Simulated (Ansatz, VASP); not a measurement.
**Ni in VASP and in Ansatz**

INCAR

```
ALGO = Normal
EDIFF = 1E-7
ENCUT = 520
GGA = PE
ISIF = 2
ISMEAR = -5
ISPIN = 2
LASPH = T
LCHARG = F
LMAXMIX = 4
LORBIT = 11
LREAL = F
LWAVE = F
MAGMOM = 1 1
NBANDS = 21
NELM = 150
PREC = Accurate
SIGMA = 0.1
```

KPOINTS

```
k-points
0
Gamma
  15 10 15
```

The input POSCAR:

```
Ni
1.0
   -1.7593077733      1.7593077733      0.0000000000
    0.0000000000      0.0000000000      3.5186155466
    1.7593077733      1.7593077733      0.0000000000
Ni
2
Direct
    0.0000000000      0.0000000000      0.0000000000
    0.5000000000      0.5000000000      0.5000000000
```

Input for Ansatz:

```yaml
crystal:
  lattice:
    - [-1.7593077733, 1.7593077733, 0.0]
    - [0.0, 0.0, 3.5186155466]
    - [1.7593077733, 1.7593077733, 0.0]
  atoms:
    - { symbol: Ni, position: [0.0, 0.0, 0.0], spin: 1.0 }
    - { symbol: Ni, position: [0.5, 0.5, 0.5], spin: 1.0 }
magnetization:
  spin_polarized: true
kpoints:
  mp_grid: { grid: [15, 10, 15] }
scf:
  occupations: { method: tetrahedron }
  convergence: { dr2_threshold: 1.0e-06 }
hamiltonian:
  xc: pbe
  pseudopotentials: { kind: all_electron, lapw: { basis_error: 0.001 } }
output:
  forces: true
  stress: true
  eigenvalues: true
```

Alike in both runs: task single point; functional PBE; k mesh 15 × 10 × 15; occupations tetrahedron; collinear spin.

|  | VASP | Ansatz |
| --- | --- | --- |
| version | VASP 6.6.1 | Ansatz 0.2.0 |
| potentials or method | VASP PAW PBE potentials, release 64 (Ni), cutoff 520 eV | all-electron LAPW, scalar-relativistic |

|  | VASP | Ansatz | Ansatz less VASP |
| --- | --- | --- | --- |
| gap on the k mesh at the Fermi level (eV) | none | none | - |
| pressure (GPa) | -0.3 | -0.2 | +0.05 |
| traceless stress, the component that is largest in VASP (GPa) | 0.11 | 0.10 | -0.008 |
| net moment per atom (μB) | 0.60 | 0.62 | +0.014 |
| size of the moment on the site where the two differ most (μB) | 0.62 | 0.64 | +0.027 |

Site moments also hang on the region over which each program counts them. A gap of «none» marks a metal or a gap that the smearing closes. Ansatz ran all-electron here, and VASP with PAW potentials. Ansatz's warnings: band table not solved further, force scf threshold loose, stability check not made, stress scf threshold loose, tetrahedron derivatives may miss energy slope.
